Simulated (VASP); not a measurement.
Here is a VASP 6.6.1 calculation.

The input INCAR:

```
PREC = Accurate
ENCUT = 520
EDIFF = 1E-6
ISMEAR = -1
SIGMA = 0.05
LREAL = F
LASPH = T
NELM = 100
ALGO = Normal
ISIF = 2
LWAVE = F
LCHARG = T
GGA = PE
LELF = T
LVHAR = T
NBANDS = 20
```

Contents of KPOINTS:

```
Automatic mesh
0
Gamma
  9 9 9
```

File POSCAR:

```
SnO2
1.0
    0.0000000000      2.5720137652      2.5720137652
    2.5720137652      0.0000000000      2.5720137652
    2.5720137652      2.5720137652      0.0000000000
Sn O
1 2
Direct
    0.0000000000      0.0000000000      0.0000000000
    0.7500000000      0.7500000000      0.7500000000
    0.2500000000      0.2500000000      0.2500000000
```

Potentials or basis: VASP PAW PBE potentials, release 64 (Sn_d, O).

Launch:

```sh
$ cat potpaw_PBE.64/Sn_d/POTCAR potpaw_PBE.64/O/POTCAR > POTCAR
$ mpirun -np 1 vasp_std > vasp.out
```

(1) Predict the pressure.

(2) Estimate the band gap on the k mesh.

## Answers

(1) 0.6 GPa.

(2) zero (bands 13 and 14 overlap by 0.08 eV).

Caveat: semilocal functionals underestimate gaps, so a narrow gap can read as zero; spin-orbit coupling is left out, which moves the levels of the heavy elements.
